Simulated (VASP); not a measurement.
A run of VASP 6.6.1:

The input INCAR:

```
SYSTEM = K
PREC = Accurate ; ENCUT = 520
EDIFF = 1E-7 ; ISMEAR = 0
SIGMA = 0.15 ; LREAL = .False.
LASPH = .True. ; NELM = 60
ALGO = Fast ; ISIF = 2
LWAVE = .False. ; LCHARG = .False.
GGA = PS ; NBANDS = 10
```

The input KPOINTS:

```
regular mesh
0
Gamma
  14 14 14
  0 0 0
```

The input POSCAR:

```
K
1.0
   -3.2182874811      2.6509298097      2.6509298097
    2.6509298097     -3.2182874811      2.6509298097
    2.6509298097      2.6509298097     -3.2182874811
K
1
Direct
    0.0000000000      0.0000000000      0.0000000000
```

Potentials or basis: VASP PAW PBE potentials, release 64 (K_sv).

Command:

```console
$ cat potpaw_PBE.64/K_sv/POTCAR > POTCAR
$ mpirun -np 1 vasp_std > vasp.out
```

Hardware: 1 thread of Intel(R) Xeon(R) Platinum 8375C CPU @ 2.90GHz (Ice Lake), with other jobs on the host.

Q: How long does it take, and how much memory?

A: Wall time 6.8 min on 1 thread of Intel(R) Xeon(R) Platinum 8375C CPU @ 2.90GHz (Ice Lake) (shared host), peak memory 0.37 GiB. Counts: scf iterations 15, k points 288.
